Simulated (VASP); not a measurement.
# Sc2GeSe (P4mm) in VASP: single point with PBE

Aim: the single point of Sc2GeSe with PBE.

All numbers are computed with VASP 6.6.1; they aren't measurements. Logs are shortened: lines on timing, memory, paths and dates and some standing lists are left out, and cuts for length are marked.

### Step 1. The cell of the first run

The structure is tetragonal, space group P4mm (No. 99). The conventional cell has a = 4.952 Å, b = 4.952 Å, c = 3.441 Å, α = 90.00°, β = 90.00°, γ = 90.00°. Within 3.6 Å of Sc (site symmetry 2mm) lie 4 Se at 2.67 to 3.48 Å and 4 Ge at 2.87 to 3.17 Å and 6 Sc at 3.44 to 3.50 Å. Within 3.8 Å of Ge (site symmetry 4mm) lie 8 Sc at 2.87 to 3.17 Å and 2 Ge at 3.44 Å and 4 Se at 3.64 Å. Within 3.5 Å of Se (site symmetry 4mm) lie 8 Sc at 2.67 to 3.48 Å and 2 Se at 3.44 Å.

The cell was generated, and may not be a known phase.

### Step 2. Single point, PBE

INCAR

```
PREC = Accurate ; ENCUT = 520
EDIFF = 1E-7 ; ISMEAR = 0
SIGMA = 0.1 ; LREAL = F
LASPH = T ; NELM = 60
ALGO = Normal ; ISIF = 2
LWAVE = F ; LCHARG = F
GGA = PE ; NBANDS = 29
```

KPOINTS

```
regular mesh
0
Gamma
  4 4 6
```

POSCAR

```
Sc2GeSe
1.0
    4.9523733214      0.0000000000      0.0000000000
    0.0000000000      4.9523733214      0.0000000000
    0.0000000000      0.0000000000      3.4407544071
Sc Ge Se
2 1 1
Direct
    0.5000000000      0.0000000000      0.6864487149
    0.0000000000      0.5000000000      0.6864487149
    0.5000000000      0.5000000000      0.2628952200
    0.0000000000      0.0000000000      0.9739604902
```

Potentials or basis: VASP PAW PBE potentials, release 64 (Sc_sv, Ge_d, Se).

On the command line:

```
$ cat potpaw_PBE.64/Sc_sv/POTCAR potpaw_PBE.64/Ge_d/POTCAR potpaw_PBE.64/Se/POTCAR > POTCAR
$ mpirun -np 1 vasp_std > vasp.out
```

OUTCAR:

```text
PREC = Accurate
   ENCUT = 520
   EDIFF = 1E-7
   ISMEAR = 0
   LREAL = F
   LASPH = T
   NELM = 60
   ISIF = 2
   GGA = PE

 ion  position               nearest neighbor table
   1  0.500  0.000  0.686-   4 2.67   4 2.67   3 2.87   3 2.87   3 3.17   3 3.17
   2  0.000  0.500  0.686-   4 2.67   4 2.67   3 2.87   3 2.87   3 3.17   3 3.17
   3  0.500  0.500  0.263-   1 2.87   2 2.87   1 2.87   2 2.87   1 3.17   1 3.17   2 3.17   2 3.17

   4  0.000  0.000  0.974-   1 2.67   2 2.67   2 2.67   1 2.67

  LATTYP: Found a simple tetragonal cell.
 ALAT       =     4.9523733214
 C/A-ratio  =     0.6947687874

  Lattice vectors:

 A1 = (   4.9523733214,   0.0000000000,   0.0000000000)
 A2 = (   0.0000000000,   4.9523733214,   0.0000000000)
 A3 = (   0.0000000000,   0.0000000000,   3.4407544071)

Analysis of symmetry for initial positions (statically):
=====================================================================
 Subroutine PRICEL returns:
 Original cell was already a primitive cell.

 Routine SETGRP: Setting up the symmetry group for a
 simple tetragonal supercell.

 Subroutine GETGRP returns: Found  8 space group operations
 (whereof  8 operations were pure point group operations)
 out of a pool of 16 trial point group operations.

The static configuration has the point symmetry C_4v.

Analysis of symmetry for dynamics (positions and initial velocities):
=====================================================================
 Subroutine PRICEL returns:
 Original cell was already a primitive cell.

 Routine SETGRP: Setting up the symmetry group for a
 simple tetragonal supercell.

 Subroutine GETGRP returns: Found  8 space group operations
 (whereof  8 operations were pure point group operations)
 out of a pool of 16 trial point group operations.

The dynamic configuration has the point symmetry C_4v.

 Subroutine INISYM returns: Found  8 space group operations
 (whereof  8 operations are pure point group operations),
 and found     1 'primitive' translations

----------------------------------------------------------------------------------------

                                     Primitive cell

  volume of cell :      84.3879

  direct lattice vectors                    reciprocal lattice vectors
     4.952373321  0.000000000  0.000000000     0.201923388  0.000000000  0.000000000
     0.000000000  4.952373321  0.000000000     0.000000000  0.201923388  0.000000000
[... 88 lines left out ...]
   EDIFF  = 0.1E-06   stopping-criterion for ELM
   LREAL  =      F    real-space projection
   EDIFFG = 0.1E-05   stopping-criterion for IOM
   NSW    =      0    number of steps for IOM
   IBRION =     -1    ionic relax: 0-MD 1-quasi-New 2-CG
   NFREE  =      0    steps in history (QN), initial steepest desc. (CG)
   ISIF   =      2    stress and relaxation
   ISYM   =      2    0-nonsym 1-usesym 2-fastsym
   POTIM  = 0.5000    time-step for ionic-motion
   TEBEG  =    0.0;   TEEND  =   0.0 temperature during run
   PSTRESS=    0.0 pullay stress
   NELECT =      42.0000    total number of electrons
   NUPDOWN=      -1.0000    fix difference up-down
   EMIN   =  10.00;   EMAX   =-10.00  energy-range for DOS
   EFERMI =   0.00;   METHOD = LEGACY
   ISMEAR =     0;   SIGMA  =   0.10  broadening in eV -4-tet -1-fermi 0-gaus
   EFERMI_NEDOS =   21; number of points for ismear=-14 and -15
   IALGO  =     38    algorithm
   IMIX   =      4    mixing-type and parameters
     AMIX     =   0.40;   BMIX     =  1.00
     AMIX_MAG =   1.60;   BMIX_MAG =  1.00
  volume/ion in A,a.u.               =      21.10       142.37
  Fermi-wavevector in a.u.,A,eV,Ry     =   1.297372  2.451677 22.900967  1.683174
  Thomas-Fermi vector in A             =   2.428768
   LORBIT       =      0    0 simple, 1 ext, 2 COOP (PROOUT), +10 PAW based schemes
   GGA     = PE    functional components
   LHFCALC =     F    Hartree Fock is set to
   AEXX    =    0.0000 exact exchange contribution
   IVDW    =     0    specifies the selected vdW correction
   LEPSILON=     F    determine dielectric tensor
   LRPA    =     F    only Hartree local field effects (RPA)
 non-spin polarized calculation
 Gauss-broadening in eV      SIGMA  =   0.10
  energy-cutoff  :      520.00
  volume of cell :       84.39
 maximum number of plane-waves:      2308
 NGX is ok and might be reduce to    40
   NGX = 19   NGY = 19   NGZ = 13

 number of electron      42.0000000 magnetization

 Free energy of the ion-electron system (eV)
  ---------------------------------------------------
  ext. energy  EPLUGINS =         0.00000000
  ---------------------------------------------------
  free energy    TOTEN  =       -24.19145537 eV

  energy without entropy =      -24.18544274  energy(sigma->0) =      -24.18844906

 E-fermi :   5.2894     XC(G=0): -10.4352

 val. band max:        5.2770595947   @ k =   0.2500   0.0000   0.0000
 cond. band min:       5.4096049418   @ k =   0.5000   0.5000   0.0000
 fundamental gap:      0.1325453471
 Fermi energy:         5.2893883080

 k-point     1 :       0.0000    0.0000    0.0000
  band No.  band energies     occupation
      1     -44.7553      2.00000
      2     -44.7377      2.00000
      3     -23.4516      2.00000
      4     -23.4516      2.00000
      5     -23.3429      2.00000
      6     -23.3215      2.00000
[... 757 lines left out ...]
     28       8.0732      0.00000
     29       8.0742      0.00000

------------------------ aborting loop because EDIFF is reached ----------------------------------------

  FORCE on cell =-STRESS in cart. coord.  units (eV):
  Direction    XX          YY          ZZ          XY          YZ          ZX
  --------------------------------------------------------------------------------------
  -------------------------------------------------------------------------------------
  Total        0.0796896      0.0796896     -0.0764135      0.0000000      0.0000000      0.0000000
  in kB        1.5129751      1.5129751     -1.4507760      0.0000000      0.0000000      0.0000000
  external PRESSURE =       0.5250581 kB  Pullay stress =       0.0000000 kB

 VOLUME and BASIS-vectors are now :
 -----------------------------------------------------------------------------
  energy-cutoff  :      520.00
  volume of cell :       84.39
      direct lattice vectors                 reciprocal lattice vectors
     4.952373321  0.000000000  0.000000000     0.201923388  0.000000000  0.000000000
     0.000000000  4.952373321  0.000000000     0.000000000  0.201923388  0.000000000
     0.000000000  0.000000000  3.440754407     0.000000000  0.000000000  0.290633937

 POSITION                                       TOTAL-FORCE (eV/Angst)
 -----------------------------------------------------------------------------------
      2.47619      0.00000      2.36190        -0.000000     -0.000000     -0.007694
      0.00000      2.47619      2.36190         0.000000     -0.000000     -0.007694
      2.47619      2.47619      0.90456         0.000000      0.000000      0.016357
      0.00000      0.00000      3.35116         0.000000     -0.000000     -0.000969
 -----------------------------------------------------------------------------------
    total drift:                               -0.000000      0.000000      0.000099

  FREE ENERGIE OF THE ION-ELECTRON SYSTEM (eV)
  ---------------------------------------------------
  free  energy   TOTEN  =       -24.1914553729 eV

  energy  without entropy=      -24.1854427405  energy(sigma->0) =      -24.18844906
```

stdout:

```text
POSCAR found type information on POSCAR ScGeSe
 POSCAR found :  3 types and       4 ions
 scaLAPACK will be used
 LDA part: xc-table for (Slater+PW92), standard interpolation
 POSCAR, INCAR and KPOINTS ok, starting setup
 FFT: planning ... GRIDC
 FFT: planning ... GRID_SOFT
 FFT: planning ... GRID
 WAVECAR not read
 entering main loop
```

It took 1.8 min on 1 thread of Intel Xeon Platinum 8175M at 2.50GHz (Skylake/Cascade Lake), shared host; peak memory 0.23 GiB.

Results:

```yaml
Free_energy: -24.1915 eV
Pressure: 0.1 GPa
Largest_force: 0.016 eV/Å
Band_gap_on_the_k_mesh: zero (bands 21 and 22 overlap by 0.49 eV)
```

Forces in eV/Å, atoms in the order of the input:
```
Sc   0.000  0.000 -0.008
Sc   0.000  0.000 -0.008
Ge   0.000  0.000  0.016
Se   0.000  0.000 -0.001
```

The gap in the log of VASP goes by the Fermi energy; the results here count the filled bands.